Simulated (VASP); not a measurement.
Wanted: the native input for a VASP 6.6.1 run.

```
Task                   : single point
Functional             : LDA
Potentials or basis    : VASP PAW LDA potentials, release 64 (Si)
Cutoff                 : 520 eV
k mesh                 : 17 × 17 × 17
Occupations            : fermi-dirac, width 0.05 eV
Spin                   : no spin polarisation
Dipole correction      : no
Further INCAR settings : ALGO = Normal; EDIFF = 1e-06; NBANDS = 8
```

The structure of Si lies in POSCAR:

```
Si
1.0
    2.6195189665      0.0000000000      0.0000000000
    1.3097594832      2.2685699707      0.0000000000
    1.3097594832      0.7561899902      2.1388282798
Si
1
Direct
    0.0000000000      0.0000000000      0.0000000000
```

The input as run:

INCAR

```
SYSTEM = Si
PREC = Accurate
ENCUT = 520
EDIFF = 1E-6
ISMEAR = -1
SIGMA = 0.05
LREAL = .False.
LASPH = .True.
NELM = 80
ALGO = Normal
ISIF = 2
LWAVE = .False.
LCHARG = .False.
GGA = CA
NBANDS = 8
```

KPOINTS

```
Automatic mesh
0
Gamma
  17 17 17
  0 0 0
```

Potentials or basis: VASP PAW LDA potentials, release 64 (Si).

Command:

```bash
$ cat potpaw_LDA.64/Si/POTCAR > POTCAR
$ mpirun -np 1 vasp_std > vasp.out
```

It gave:

* Pressure: 10.1 GPa
* Band gap on the k mesh: zero (band 2 reaches 24.36 eV, above the bottom of band 3 at 8.57 eV)

Run time: 15 s on 1 thread of Intel(R) Xeon(R) Platinum 8259CL CPU @ 2.50GHz (Skylake/Cascade Lake) (shared host), peak memory 0.12 GiB.
